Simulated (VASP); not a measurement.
# Ni3Ge (Pm-3m) in VASP: a series of runs

Ni3Ge is run at these levels: LDA; tasks: single point.

Program: VASP 6.6.1. These are calculated values, not measurements. Logs are shortened: lines on timing, memory, paths and dates and some standing lists are left out, and cuts for length are marked.

## 1. The cell of the first run

It takes space group Pm-3m (No. 221, cubic). The conventional cell has a = 3.383 Å, b = 3.383 Å, c = 3.383 Å, α = 90.00°, β = 90.00°, γ = 90.00°. Within 3.2 Å of Ni (site symmetry 4/mmm) lie 8 Ni at 2.39 Å and 4 Ge at 2.39 Å. Ge (site symmetry m-3m) has 12 Ni at 2.39 Å within 3.2 Å.

## 2. Single point, LDA (9.68 Å³/atom)

Contents of INCAR:

```
  PREC = Accurate
  ENCUT = 600
  EDIFF = 1E-6
  ISMEAR = -1
  SIGMA = 0.05
  LREAL = False
  LASPH = True
  NELM = 120
  ALGO = Normal
  ISIF = 2
  LWAVE = False
  LCHARG = False
  GGA = CA
  NBANDS = 30
  GGA_COMPAT = False
```

Contents of KPOINTS:

```
Automatic mesh
0
Gamma
  8 8 8
```

Contents of POSCAR:

```
Ni3Ge
1.0
    3.3830625882      0.0000000000      0.0000000000
    0.0000000000      3.3830625882      0.0000000000
    0.0000000000      0.0000000000      3.3830625882
Ni Ge
3 1
Direct
    0.5000000000      0.0000000000      0.5000000000
    0.0000000000      0.5000000000      0.5000000000
    0.5000000000      0.5000000000      0.0000000000
    0.0000000000      0.0000000000      0.0000000000
```

Potentials or basis: VASP PAW LDA potentials, release 64 (Ni, Ge_d).

The run is started by

```console
$ cat potpaw_LDA.64/Ni/POTCAR potpaw_LDA.64/Ge_d/POTCAR > POTCAR
$ mpirun -np 1 vasp_std > vasp.out
```

OUTCAR:

```text
PREC = Accurate
   ENCUT = 600
   EDIFF = 1E-6
   ISMEAR = -1
   LREAL = False
   LASPH = True
   NELM = 120
   ISIF = 2
   GGA = CA

 ion  position               nearest neighbor table
   1  0.500  0.000  0.500-   2 2.39   3 2.39   4 2.39   3 2.39   4 2.39   2 2.39   3 2.39   3 2.39
                             2 2.39   4 2.39   4 2.39   2 2.39
   2  0.000  0.500  0.500-   1 2.39   3 2.39   4 2.39   3 2.39   4 2.39   1 2.39   4 2.39   4 2.39
                             1 2.39   3 2.39   3 2.39   1 2.39
   3  0.500  0.500  0.000-   1 2.39   2 2.39   4 2.39   1 2.39   2 2.39   1 2.39   4 2.39   1 2.39
                             2 2.39   4 2.39   2 2.39   4 2.39
   4  0.000  0.000  0.000-   1 2.39   2 2.39   3 2.39   1 2.39   2 2.39   2 2.39   3 2.39   2 2.39
                             1 2.39   3 2.39   1 2.39   3 2.39

  LATTYP: Found a simple cubic cell.
 ALAT       =     3.3830625882

  Lattice vectors:

 A1 = (   3.3830625882,   0.0000000000,   0.0000000000)
 A2 = (   0.0000000000,   3.3830625882,   0.0000000000)
 A3 = (   0.0000000000,   0.0000000000,   3.3830625882)

Analysis of symmetry for initial positions (statically):
=====================================================================
 Subroutine PRICEL returns:
 Original cell was already a primitive cell.

 Routine SETGRP: Setting up the symmetry group for a
 simple cubic supercell.

 Subroutine GETGRP returns: Found 48 space group operations
 (whereof 48 operations were pure point group operations)
 out of a pool of 48 trial point group operations.

The static configuration has the point symmetry O_h .

Analysis of symmetry for dynamics (positions and initial velocities):
=====================================================================
 Subroutine PRICEL returns:
 Original cell was already a primitive cell.

 Routine SETGRP: Setting up the symmetry group for a
 simple cubic supercell.

 Subroutine GETGRP returns: Found 48 space group operations
 (whereof 48 operations were pure point group operations)
 out of a pool of 48 trial point group operations.

The dynamic configuration has the point symmetry O_h .

 Subroutine INISYM returns: Found 48 space group operations
 (whereof 48 operations are pure point group operations),
 and found     1 'primitive' translations

----------------------------------------------------------------------------------------

                                     Primitive cell

  volume of cell :      38.7195

[... 92 lines left out ...]
   EDIFF  = 0.1E-05   stopping-criterion for ELM
   LREAL  =      F    real-space projection
   EDIFFG = 0.1E-04   stopping-criterion for IOM
   NSW    =      0    number of steps for IOM
   IBRION =     -1    ionic relax: 0-MD 1-quasi-New 2-CG
   NFREE  =      0    steps in history (QN), initial steepest desc. (CG)
   ISIF   =      2    stress and relaxation
   ISYM   =      2    0-nonsym 1-usesym 2-fastsym
   POTIM  = 0.5000    time-step for ionic-motion
   TEBEG  =    0.0;   TEEND  =   0.0 temperature during run
   PSTRESS=    0.0 pullay stress
   NELECT =      44.0000    total number of electrons
   NUPDOWN=      -1.0000    fix difference up-down
   EMIN   =  10.00;   EMAX   =-10.00  energy-range for DOS
   EFERMI =   0.00;   METHOD = LEGACY
   ISMEAR =    -1;   SIGMA  =   0.05  broadening in eV -4-tet -1-fermi 0-gaus
   EFERMI_NEDOS =   21; number of points for ismear=-14 and -15
   IALGO  =     38    algorithm
   IMIX   =      4    mixing-type and parameters
     AMIX     =   0.40;   BMIX     =  1.00
     AMIX_MAG =   1.60;   BMIX_MAG =  1.00
  volume/ion in A,a.u.               =       9.68        65.32
  Fermi-wavevector in a.u.,A,eV,Ry     =   1.708372  3.228354 39.709062  2.918534
  Thomas-Fermi vector in A             =   2.787052
   LORBIT       =      0    0 simple, 1 ext, 2 COOP (PROOUT), +10 PAW based schemes
   GGA     = CA    functional components
   LHFCALC =     F    Hartree Fock is set to
   AEXX    =    0.0000 exact exchange contribution
   IVDW    =     0    specifies the selected vdW correction
   LEPSILON=     F    determine dielectric tensor
   LRPA    =     F    only Hartree local field effects (RPA)
 non-spin polarized calculation
  energy-cutoff  :      600.00
  volume of cell :       38.72
 maximum number of plane-waves:      1328
 NGX is ok and might be reduce to    28
   NGX = 13   NGY = 13   NGZ = 13

 number of electron      44.0000053 magnetization

 Free energy of the ion-electron system (eV)
  ---------------------------------------------------
  ext. energy  EPLUGINS =         0.00000000
  ---------------------------------------------------
  free energy    TOTEN  =       -26.09833479 eV

  energy without entropy =      -26.08282487  energy(sigma->0) =      -26.09057983

 E-fermi :  12.1113     XC(G=0): -14.6052

 val. band max:       12.0428482090   @ k =   0.1250   0.1250   0.0000
 cond. band min:      12.1289959025   @ k =   0.5000   0.3750   0.3750
 fundamental gap:      0.0861476935
 Fermi energy:        12.1112729574

 k-point     1 :       0.0000    0.0000    0.0000
  band No.  band energies     occupation
      1     -12.7716      2.00000
      2     -12.7716      2.00000
      3     -12.7474      2.00000
      4     -12.7474      2.00000
      5     -12.7474      2.00000
      6      -1.5308      2.00000
[... 781 lines left out ...]
     29      22.8081      0.00000
     30      25.3397      0.00000

 [... further k-points ...]

------------------------ aborting loop because EDIFF is reached ----------------------------------------

  FORCE on cell =-STRESS in cart. coord.  units (eV):
  Direction    XX          YY          ZZ          XY          YZ          ZX
  --------------------------------------------------------------------------------------
  -------------------------------------------------------------------------------------
  Total        6.7307696      6.7307696      6.7307696      0.0000000      0.0000000      0.0000000
  in kB      278.5128319    278.5128319    278.5128319      0.0000000      0.0000000      0.0000000
  external PRESSURE =     278.5128319 kB  Pullay stress =       0.0000000 kB

 VOLUME and BASIS-vectors are now :
 -----------------------------------------------------------------------------
  energy-cutoff  :      600.00
  volume of cell :       38.72
      direct lattice vectors                 reciprocal lattice vectors
     3.383062588  0.000000000  0.000000000     0.295590157  0.000000000  0.000000000
     0.000000000  3.383062588  0.000000000     0.000000000  0.295590157  0.000000000
     0.000000000  0.000000000  3.383062588     0.000000000  0.000000000  0.295590157

 POSITION                                       TOTAL-FORCE (eV/Angst)
 -----------------------------------------------------------------------------------
      1.69153      0.00000      1.69153         0.000000      0.000000      0.000000
      0.00000      1.69153      1.69153         0.000000      0.000000      0.000000
      1.69153      1.69153      0.00000         0.000000      0.000000      0.000000
      0.00000      0.00000      0.00000         0.000000      0.000000      0.000000
 -----------------------------------------------------------------------------------
    total drift:                                0.000000      0.000000      0.000000

  FREE ENERGIE OF THE ION-ELECTRON SYSTEM (eV)
  ---------------------------------------------------
  free  energy   TOTEN  =       -26.0983347896 eV

  energy  without entropy=      -26.0828248687  energy(sigma->0) =      -26.09057983
```

stdout:

```text
POSCAR found type information on POSCAR NiGe
 POSCAR found :  2 types and       4 ions
 scaLAPACK will be used
 LDA part: xc-table for (Slater(with rela. corr.)+CA(PZ))
 , standard interpolation
 POSCAR, INCAR and KPOINTS ok, starting setup
 FFT: planning ... GRIDC
 FFT: planning ... GRID_SOFT
 FFT: planning ... GRID
 WAVECAR not read
 entering main loop
```

It took 26 s on 1 thread of AMD EPYC 9R45 (Zen 5), shared host; peak memory 0.13 GiB.

What came out:

```
Free energy            : -26.0983 eV
Pressure               : 27.9 GPa
Band gap on the k mesh : zero (bands 22 and 23 overlap by 0.28 eV)
```

Caveat: the cell stands under pressure. Spin polarisation is off, so any magnetic state and its effect on volume and gap are missing.

## 3. Single point, LDA (10.34 Å³/atom)

This run uses another cell than the first one, of 10.34 Å³/atom.

Contents of INCAR:

```
SYSTEM = Ni3Ge
PREC = Accurate ; ENCUT = 600
EDIFF = 1E-6 ; ISMEAR = -1
SIGMA = 0.05 ; LREAL = .False.
LASPH = .True. ; NELM = 120
ALGO = Normal ; ISIF = 2
LWAVE = .False. ; LCHARG = .False.
NBANDS = 30 ; GGA_COMPAT = .False.
```

Contents of KPOINTS:

```
regular mesh
0
Gamma
  8 8 8
  0 0 0
```

Contents of POSCAR:

```
Ni3Ge
1.0
    3.4582662500      0.0000000000      0.0000000000
    0.0000000000      3.4582662500      0.0000000000
    0.0000000000      0.0000000000      3.4582662500
Ni Ge
3 1
Direct
    0.5000000000      0.0000000000      0.5000000000
    0.0000000000      0.5000000000      0.5000000000
    0.5000000000      0.5000000000      0.0000000000
    0.0000000000      0.0000000000      0.0000000000
```

Potentials or basis: VASP PAW LDA potentials, release 64 (Ni, Ge_d).

The run is started by

```console
$ cat potpaw_LDA.64/Ni/POTCAR potpaw_LDA.64/Ge_d/POTCAR > POTCAR
$ mpirun -np 1 vasp_std > vasp.out
```

OUTCAR:

```text
SYSTEM = Ni3Ge
   PREC = Accurate
   ENCUT = 600
   EDIFF = 1E-6
   ISMEAR = -1
   LREAL = .False.
   LASPH = .True.
   NELM = 120
   ISIF = 2

 ion  position               nearest neighbor table
   1  0.500  0.000  0.500-   2 2.45   3 2.45   4 2.45   3 2.45   4 2.45   2 2.45   3 2.45   3 2.45
                             2 2.45   4 2.45   4 2.45   2 2.45
   2  0.000  0.500  0.500-   1 2.45   3 2.45   4 2.45   3 2.45   4 2.45   1 2.45   4 2.45   4 2.45
                             1 2.45   3 2.45   3 2.45   1 2.45
   3  0.500  0.500  0.000-   1 2.45   2 2.45   4 2.45   1 2.45   2 2.45   1 2.45   4 2.45   1 2.45
                             2 2.45   4 2.45   2 2.45   4 2.45
   4  0.000  0.000  0.000-   1 2.45   2 2.45   3 2.45   1 2.45   2 2.45   2 2.45   3 2.45   2 2.45
                             1 2.45   3 2.45   1 2.45   3 2.45

  LATTYP: Found a simple cubic cell.
 ALAT       =     3.4582662500

  Lattice vectors:

 A1 = (   3.4582662500,   0.0000000000,   0.0000000000)
 A2 = (   0.0000000000,   3.4582662500,   0.0000000000)
 A3 = (   0.0000000000,   0.0000000000,   3.4582662500)

Analysis of symmetry for initial positions (statically):
[... 179 lines left out ...]
 val. band max:       10.9517840737   @ k =   0.1250   0.1250   0.0000
 cond. band min:      11.0368219043   @ k =   0.5000   0.3750   0.3750
 fundamental gap:      0.0850378306
 Fermi energy:        11.0213923531

 k-point     1 :       0.0000    0.0000    0.0000
  band No.  band energies     occupation
      1     -13.7750      2.00000
      2     -13.7750      2.00000
      3     -13.7567      2.00000
      4     -13.7567      2.00000
      5     -13.7567      2.00000
      6      -2.0213      2.00000
[... 781 lines left out ...]
     29      21.2179      0.00000
     30      23.6005      0.00000

 [... further k-points ...]

------------------------ aborting loop because EDIFF is reached ----------------------------------------

  FORCE on cell =-STRESS in cart. coord.  units (eV):
  Direction    XX          YY          ZZ          XY          YZ          ZX
  --------------------------------------------------------------------------------------
  -------------------------------------------------------------------------------------
  Total        1.8199172      1.8199172      1.8199172      0.0000000     -0.0000000      0.0000000
  in kB       70.4996450     70.4996450     70.4996450      0.0000000     -0.0000000      0.0000000
  external PRESSURE =      70.4996450 kB  Pullay stress =       0.0000000 kB

 VOLUME and BASIS-vectors are now :
 -----------------------------------------------------------------------------
  energy-cutoff  :      600.00
  volume of cell :       41.36
      direct lattice vectors                 reciprocal lattice vectors
     3.458266250  0.000000000  0.000000000     0.289162236  0.000000000  0.000000000
     0.000000000  3.458266250  0.000000000     0.000000000  0.289162236  0.000000000
     0.000000000  0.000000000  3.458266250     0.000000000  0.000000000  0.289162236

 POSITION                                       TOTAL-FORCE (eV/Angst)
 -----------------------------------------------------------------------------------
      1.72913      0.00000      1.72913         0.000000      0.000000      0.000000
      0.00000      1.72913      1.72913         0.000000      0.000000      0.000000
      1.72913      1.72913      0.00000         0.000000      0.000000      0.000000
      0.00000      0.00000      0.00000         0.000000      0.000000      0.000000
 -----------------------------------------------------------------------------------
    total drift:                                0.000000      0.000000      0.000000

  FREE ENERGIE OF THE ION-ELECTRON SYSTEM (eV)
  ---------------------------------------------------
  free  energy   TOTEN  =       -26.3782231509 eV

  energy  without entropy=      -26.3618249122  energy(sigma->0) =      -26.37002403
```

stdout:

```text
POSCAR found type information on POSCAR NiGe
 POSCAR found :  2 types and       4 ions
 scaLAPACK will be used
 LDA part: xc-table for (Slater(with rela. corr.)+CA(PZ))
 , standard interpolation
 POSCAR, INCAR and KPOINTS ok, starting setup
 FFT: planning ... GRIDC
 FFT: planning ... GRID_SOFT
 FFT: planning ... GRID
 WAVECAR not read
 entering main loop
```

Wall time 26 s (1 thread of AMD EPYC 9R45 (Zen 5), shared host); peak memory 0.14 GiB.

Results:

| Quantity | Value |
| --- | --- |
| Free energy | -26.3782 eV |
| Pressure | 7.0 GPa |
| Band gap on the k mesh | zero (bands 22 and 23 overlap by 0.25 eV) |

Caveat: the cell stands under pressure. Spin polarisation is off, so any magnetic state and its effect on volume and gap are missing.

## 4. Single point, LDA (11.66 Å³/atom)

This run uses another cell than the first one, of 11.66 Å³/atom.

Contents of INCAR:

```
PREC = Accurate ; ENCUT = 600
EDIFF = 1E-6 ; ISMEAR = -1
SIGMA = 0.05 ; LREAL = False
LASPH = True ; NELM = 120
ALGO = Normal ; ISIF = 2
LWAVE = False ; LCHARG = False
GGA = CA ; NBANDS = 30
GGA_COMPAT = False
```

Contents of KPOINTS:

```
regular mesh
0
Gamma
  8 8 8
```

Contents of POSCAR:

```
Ni3Ge
1.0
    3.5995739226      0.0000000000      0.0000000000
    0.0000000000      3.5995739226      0.0000000000
    0.0000000000      0.0000000000      3.5995739226
Ni Ge
3 1
Direct
    0.5000000000      0.0000000000      0.5000000000
    0.0000000000      0.5000000000      0.5000000000
    0.5000000000      0.5000000000      0.0000000000
    0.0000000000      0.0000000000      0.0000000000
```

The run is started by

```console
$ cat potpaw_LDA.64/Ni/POTCAR potpaw_LDA.64/Ge_d/POTCAR > POTCAR
$ mpirun -np 1 vasp_std > vasp.out
```

It took 30 s on 1 thread of AMD EPYC 9R45 (Zen 5), shared host; peak memory 0.15 GiB.

Results (log left out):

```
Free energy            : -26.1621 eV
Pressure               : -17.3 GPa
Band gap on the k mesh : zero (bands 22 and 23 overlap by 0.21 eV)
```

Levels at points of the mesh, in eV from the Fermi level:
```tsv
k point	band 18	band 19	band 20	band 21	band 22	band 23	band 24	band 25	band 26	band 27
(0.00, 0.00, 0.00)	-0.83	-0.53	-0.53	-0.27	0.01	0.01	0.01	3.41	6.62	6.62
(0.50, 0.00, 0.00)	-1.21	-1.14	-1.05	-0.49	0.01	3.43	3.43	4.18	5.64	5.64
(0.50, 0.50, 0.00)	-1.28	-1.10	-1.03	-0.88	-0.87	0.58	0.58	5.37	6.16	8.43
(0.50, 0.50, 0.50)	-1.22	-1.08	-1.08	-0.32	-0.20	-0.20	-0.20	0.47	3.96	3.96
```

Caveat: the cell stands under tension.

## 5. Single point, LDA (12.32 Å³/atom)

This run uses another cell than the first one, of 12.32 Å³/atom.

Contents of INCAR:

```
PREC = Accurate
ENCUT = 600
EDIFF = 1E-6
ISMEAR = -1
SIGMA = 0.05
LREAL = F
LASPH = T
NELM = 120
ALGO = Normal
ISIF = 2
LWAVE = F
LCHARG = F
GGA = CA
NBANDS = 30
GGA_COMPAT = F
```

Contents of KPOINTS:

```
Automatic mesh
0
Gamma
  8 8 8
```

Contents of POSCAR:

```
Ni3Ge
1.0
    3.6662478053      0.0000000000      0.0000000000
    0.0000000000      3.6662478053      0.0000000000
    0.0000000000      0.0000000000      3.6662478053
Ni Ge
3 1
Direct
    0.5000000000      0.0000000000      0.5000000000
    0.0000000000      0.5000000000      0.5000000000
    0.5000000000      0.5000000000      0.0000000000
    0.0000000000      0.0000000000      0.0000000000
```

The run is started by

```console
$ cat potpaw_LDA.64/Ni/POTCAR potpaw_LDA.64/Ge_d/POTCAR > POTCAR
$ mpirun -np 1 vasp_std > vasp.out
```

It took 30 s on 1 thread of AMD EPYC 9R45 (Zen 5), shared host; peak memory 0.15 GiB.

The run converged. Its results:

- Free energy: -25.8162 eV
- Pressure: -24.1 GPa
- Band gap on the k mesh: zero (bands 22 and 23 overlap by 0.19 eV)

Levels at points of the mesh, in eV from the Fermi level:
```csv
k point,band 18,band 19,band 20,band 21,band 22,band 23,band 24,band 25,band 26,band 27
"(0.00, 0.00, 0.00)",-0.74,-0.50,-0.50,-0.25,0.00,0.00,0.00,2.96,6.31,6.31
"(0.50, 0.00, 0.00)",-1.12,-1.05,-0.97,-0.46,0.00,3.24,3.24,3.77,5.47,5.47
"(0.50, 0.50, 0.00)",-1.18,-1.02,-0.95,-0.83,-0.81,0.53,0.53,5.06,5.86,8.16
"(0.50, 0.50, 0.50)",-1.12,-1.00,-1.00,-0.20,-0.19,-0.19,-0.19,0.31,3.71,3.71
```

Caveat: the cell stands under tension. Spin polarisation is off, so any magnetic state and its effect on volume and gap are missing.

(Continued in part 2 of 2.)
